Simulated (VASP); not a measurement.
# Sr in VASP: further runs, part 2 of 2

VASP 6.6.1. The steps go on from the part before.

### 3 Single point, PBE

This run uses another cell than the first one, of the same volume but with other edges.

INCAR reads:

```
SYSTEM = Sr
PREC     = Accurate       ! precision mode
ENCUT    = 520            ! plane-wave cutoff, eV
EDIFF    = 1E-6           ! SCF threshold, eV
ISMEAR   = 0              ! smearing method
SIGMA    = 0.2            ! smearing width, eV
LREAL    = .FALSE.        ! projectors in reciprocal space
LASPH    = .TRUE.         ! aspherical terms in the spheres
NELM     = 80             ! most SCF steps
ALGO     = Fast           ! electronic algorithm
ISIF     = 2              ! what is computed and relaxed
LWAVE    = .FALSE.        ! write WAVECAR
LCHARG   = .FALSE.        ! write CHGCAR
GGA      = PE             ! functional
NBANDS   = 39             ! bands
```

KPOINTS reads:

```
regular mesh
0
G
  6 4 2
  0 0 0
```

POSCAR reads:

```
Sr
1.0
    0.0000000000      0.0000000000     -4.0751181408
    3.4253558468     -5.9328903607      0.0000000000
  -10.2760675405     -5.9328903607      0.0000000000
Sr
6
Direct
    0.0000000000      0.0000000000      1.0000000000
    0.0000000000      0.5000000000      0.5000000000
    0.5000000000      0.5000000000      0.8333333333
    0.5000000000      1.0000000000      0.3333333333
    0.5000000000      1.0000000000      0.6666666667
    0.5000000000      0.5000000000      0.1666666667
```

Potentials or basis: VASP PAW PBE potentials, release 64 (Sr_sv).

On the command line:

```sh
> cat potpaw_PBE.64/Sr_sv/POTCAR > POTCAR
> mpirun -np 1 vasp_std > vasp.out
```

OUTCAR:

```text
SYSTEM = Sr
   PREC = Accurate
   ENCUT = 520
   EDIFF = 1E-6
   ISMEAR = 0
   LREAL = .FALSE.
   LASPH = .TRUE.
   NELM = 80
   ISIF = 2
   GGA = PE

 ion  position               nearest neighbor table
   1  0.000  0.000  0.000-   4 4.45   5 4.45   4 4.45   5 4.45   3 4.45   3 4.45   6 4.45   6 4.45
                             3 4.45   6 4.45   3 4.45   6 4.45
   2  0.000  0.500  0.500-   3 4.45   6 4.45   3 4.45   6 4.45   4 4.45   4 4.45   5 4.45   5 4.45
                             5 4.45   4 4.45   4 4.45   5 4.45
   3  0.500  0.500  0.833-   5 3.96   5 3.96   6 3.96   2 4.45   2 4.45   1 4.45   1 4.45   1 4.45
                             1 4.45
   4  0.500  0.000  0.333-   6 3.96   6 3.96   5 3.96   1 4.45   1 4.45   2 4.45   2 4.45   2 4.45
                             2 4.45
   5  0.500  0.000  0.667-   3 3.96   3 3.96   4 3.96   1 4.45   1 4.45   2 4.45   2 4.45   2 4.45
                             2 4.45
   6  0.500  0.500  0.167-   4 3.96   4 3.96   3 3.96   2 4.45   2 4.45   1 4.45   1 4.45   1 4.45
                             1 4.45

  LATTYP: Found a simple orthorhombic cell.
 ALAT       =     4.0751181408
 B/A-ratio  =     1.6811075058
 C/A-ratio  =     2.9117636131

  Lattice vectors:

 A1 = (   0.0000000000,   0.0000000000,  -4.0751181408)
 A2 = (   3.4253558468,  -5.9328903607,   0.0000000000)
 A3 = ( -10.2760675405,  -5.9328903607,   0.0000000000)

Analysis of symmetry for initial positions (statically):
=====================================================================
 Subroutine PRICEL returns following result:

  LATTYP: Found a hexagonal cell.
 ALAT       =     6.8507116936
 C/A-ratio  =     0.5948459551

  Lattice vectors:

 A1 = (  -3.4253558468,   5.9328903607,   0.0000000000)
 A2 = (   6.8507116937,   0.0000000000,   0.0000000000)
 A3 = (   0.0000000000,   0.0000000000,  -4.0751181408)

   2 primitive cells build up your supercell.

 Routine SETGRP: Setting up the symmetry group for a
 simple orthorhombic supercell.

 Subroutine GETGRP returns: Found  8 space group operations
 (whereof  8 operations were pure point group operations)
 out of a pool of  8 trial point group operations.

The static configuration has the point symmetry D_2h.

Analysis of symmetry for dynamics (positions and initial velocities):
=====================================================================
 Subroutine PRICEL returns following result:

  LATTYP: Found a hexagonal cell.
 ALAT       =     6.8507116936
 C/A-ratio  =     0.5948459551

  Lattice vectors:

 A1 = (  -3.4253558468,   5.9328903607,   0.0000000000)
 A2 = (   6.8507116937,   0.0000000000,   0.0000000000)
 A3 = (   0.0000000000,   0.0000000000,  -4.0751181408)

   2 primitive cells build up your supercell.

 Routine SETGRP: Setting up the symmetry group for a
 simple orthorhombic supercell.

 Subroutine GETGRP returns: Found  8 space group operations
 (whereof  8 operations were pure point group operations)
 out of a pool of  8 trial point group operations.

The dynamic configuration has the point symmetry D_2h.

 Subroutine INISYM returns: Found  8 space group operations
[... 50 lines left out ...]
 ===========================================

 Found     24 irreducible k-points:

 Following reciprocal coordinates:
            Coordinates               Weight
  0.000000  0.000000  0.000000      1.000000
  0.166667  0.000000  0.000000      2.000000
  0.333333  0.000000  0.000000      2.000000
  0.500000  0.000000  0.000000      1.000000
  0.000000  0.250000  0.000000      2.000000
  0.166667  0.250000  0.000000      4.000000
[... 16 lines left out ...]
  0.333333  0.500000  0.500000      2.000000
  0.500000  0.500000  0.500000      1.000000
   k-points           NKPTS =     24   k-points in BZ     NKDIM =     24   number of bands    NBANDS=     39
   number of dos      NEDOS =    301   number of ions     NIONS =      6
   total plane-waves  NPLWV = 145800
   dimension x,y,z NGX =    30 NGY =   54 NGZ =   90
   dimension x,y,z NGXF=    60 NGYF=  108 NGZF=  180
   ions per type =               6
   NGX,Y,Z   is equivalent  to a cutoff of  12.24, 13.10, 12.61 a.u.
   NGXF,Y,Z  is equivalent  to a cutoff of  24.48, 26.21, 25.22 a.u.
 SYSTEM =  Sr
   PREC   = accura    normal or accurate (medium, high low for compatibility)
   ISTART =      0    job   : 0-new  1-cont  2-samecut
   ICHARG =      2    charge: 1-file 2-atom 10-const
   ISPIN  =      1    spin polarized calculation?
   LNONCOLLINEAR =      F non collinear calculations
   LSORBIT =      F    spin-orbit coupling
   LASPH  =      T    aspherical Exc in radial PAW
   ENCUT  =  520.0 eV  38.22 Ry    6.18 a.u.   7.58 12.74 22.06*2*pi/ulx,y,z
   NELM   =     80;   NELMIN=  2; NELMDL= -5     # of ELM steps
   EDIFF  = 0.1E-05   stopping-criterion for ELM
   LREAL  =      F    real-space projection
   EDIFFG = 0.1E-04   stopping-criterion for IOM
   NSW    =      0    number of steps for IOM
   IBRION =     -1    ionic relax: 0-MD 1-quasi-New 2-CG
   NFREE  =      0    steps in history (QN), initial steepest desc. (CG)
   ISIF   =      2    stress and relaxation
   ISYM   =      2    0-nonsym 1-usesym 2-fastsym
   POTIM  = 0.5000    time-step for ionic-motion
   TEBEG  =    0.0;   TEEND  =   0.0 temperature during run
   PSTRESS=    0.0 pullay stress
   NELECT =      60.0000    total number of electrons
   NUPDOWN=      -1.0000    fix difference up-down
   EMIN   =  10.00;   EMAX   =-10.00  energy-range for DOS
   EFERMI =   0.00;   METHOD = LEGACY
   ISMEAR =     0;   SIGMA  =   0.20  broadening in eV -4-tet -1-fermi 0-gaus
   EFERMI_NEDOS =   21; number of points for ismear=-14 and -15
   IALGO  =     68    algorithm
   IMIX   =      4    mixing-type and parameters
     AMIX     =   0.40;   BMIX     =  1.00
     AMIX_MAG =   1.60;   BMIX_MAG =  1.00
  volume/ion in A,a.u.               =      55.21       372.58
  Fermi-wavevector in a.u.,A,eV,Ry     =   0.926263  1.750384 11.673308  0.857964
  Thomas-Fermi vector in A             =   2.052207
   LORBIT       =      0    0 simple, 1 ext, 2 COOP (PROOUT), +10 PAW based schemes
   GGA     = PE    functional components
   LHFCALC =     F    Hartree Fock is set to
   AEXX    =    0.0000 exact exchange contribution
   IVDW    =     0    specifies the selected vdW correction
   LEPSILON=     F    determine dielectric tensor
   LRPA    =     F    only Hartree local field effects (RPA)
 non-spin polarized calculation
 RMM-DIIS sequential band-by-band and
 Gauss-broadening in eV      SIGMA  =   0.20
  energy-cutoff  :      520.00
  volume of cell :      331.26
 maximum number of plane-waves:      8974
   NGX = 15   NGY = 25   NGZ = 45

 number of electron      60.0000000 magnetization

 Free energy of the ion-electron system (eV)
  ---------------------------------------------------
  ext. energy  EPLUGINS =         0.00000000
  ---------------------------------------------------
  free energy    TOTEN  =        -9.59955265 eV

  energy without entropy =       -9.36535254  energy(sigma->0) =       -9.48245259

 E-fermi :   1.5842     XC(G=0):  -7.3363

 val. band max:        1.5761398595   @ k =   0.5000   0.2500   0.5000
 cond. band min:       1.5855306897   @ k =   0.5000   0.5000   0.0000
 fundamental gap:      0.0093908303
 Fermi energy:         1.5842073743

 k-point     1 :       0.0000    0.0000    0.0000
  band No.  band energies     occupation
      1     -35.0957      2.00000
      2     -35.0889      2.00000
      3     -35.0825      2.00000
      4     -35.0761      2.00000
      5     -35.0238      2.00000
      6     -35.0234      2.00000
[... 997 lines left out ...]
     38       2.4957      0.00000
     39       3.2689      0.00000

------------------------ aborting loop because EDIFF is reached ----------------------------------------

  FORCE on cell =-STRESS in cart. coord.  units (eV):
  Direction    XX          YY          ZZ          XY          YZ          ZX
  --------------------------------------------------------------------------------------
  -------------------------------------------------------------------------------------
  Total       -0.0200010      0.0470146      0.1978757     -0.0580373      0.0000000      0.0000000
  in kB       -0.0967366      0.2273901      0.9570417     -0.2807019      0.0000000      0.0000000
  external PRESSURE =       0.3625651 kB  Pullay stress =       0.0000000 kB

 VOLUME and BASIS-vectors are now :
 -----------------------------------------------------------------------------
  energy-cutoff  :      520.00
  volume of cell :      331.26
      direct lattice vectors                 reciprocal lattice vectors
     0.000000000  0.000000000 -4.075118141     0.000000000  0.000000000 -0.245391659
     3.425355847 -5.932890361  0.000000000     0.072985118 -0.126413932  0.000000000
   -10.276067540 -5.932890361  0.000000000    -0.072985118 -0.042137977  0.000000000

 POSITION                                       TOTAL-FORCE (eV/Angst)
 -----------------------------------------------------------------------------------
      0.00000      0.00000      0.00000         0.000000     -0.000000     -0.000000
     -3.42536     -5.93289      0.00000         0.000000     -0.000000     -0.000000
     -6.85071     -7.91052     -2.03756        -0.005176     -0.002988      0.000000
     -3.42536     -1.97763     -2.03756        -0.005176     -0.002988      0.000000
     -6.85071     -3.95526     -2.03756         0.005176      0.002988      0.000000
     -0.00000     -3.95526     -2.03756         0.005176      0.002988      0.000000
 -----------------------------------------------------------------------------------
    total drift:                               -0.000000     -0.000000     -0.000000

  FREE ENERGIE OF THE ION-ELECTRON SYSTEM (eV)
  ---------------------------------------------------
  free  energy   TOTEN  =        -9.5995526462 eV

  energy  without entropy=       -9.3653525389  energy(sigma->0) =       -9.48245259
```

Run time: 14 min. Hardware: 1 thread of Oxide Virtual Turin-like, shared host; peak memory 0.47 GiB.

Results:

- Free energy: -9.5996 eV
- Pressure: 0.0 GPa
- Largest force: 0.006 eV/Å
- Band gap on the k mesh: zero (bands 30 and 31 overlap by 0.18 eV)

Forces on the atoms (eV/Å):
```
Sr   0.000  0.000  0.000
Sr   0.000  0.000  0.000
Sr  -0.005 -0.003  0.000
Sr  -0.005 -0.003  0.000
Sr   0.005  0.003  0.000
Sr   0.005  0.003  0.000
```

Stress tensor (GPa, compression positive):
```
-0.01 -0.03  0.00
-0.03  0.02  0.00
 0.00  0.00  0.10
```

Levels at points of the mesh, in eV from the Fermi level:
```
           k point  band 28  band 29  band 30  band 31  band 32  band 33
(0.00, 0.00, 0.00)    -1.04    -0.11     0.15     0.15     0.15     0.19
(0.50, 0.00, 0.00)    -0.78    -0.02     0.04     0.04     0.05     0.05
(0.00, 0.50, 0.00)    -1.65    -1.58    -1.58     0.55     0.55     0.63
(0.50, 0.50, 0.00)    -0.77    -0.03    -0.03     0.00     0.00     0.08
(0.00, 0.00, 0.50)    -1.09    -0.68    -0.68     0.12     0.12     0.48
(0.50, 0.00, 0.50)    -0.86     0.01     0.01     0.04     0.04     0.19
(0.00, 0.50, 0.50)    -2.35    -1.04    -1.04     0.15     0.15     1.03
(0.50, 0.50, 0.50)    -0.78    -0.02    -0.02     0.05     0.05     0.05
```

The gap in the log of VASP goes by the Fermi energy; the results here count the filled bands.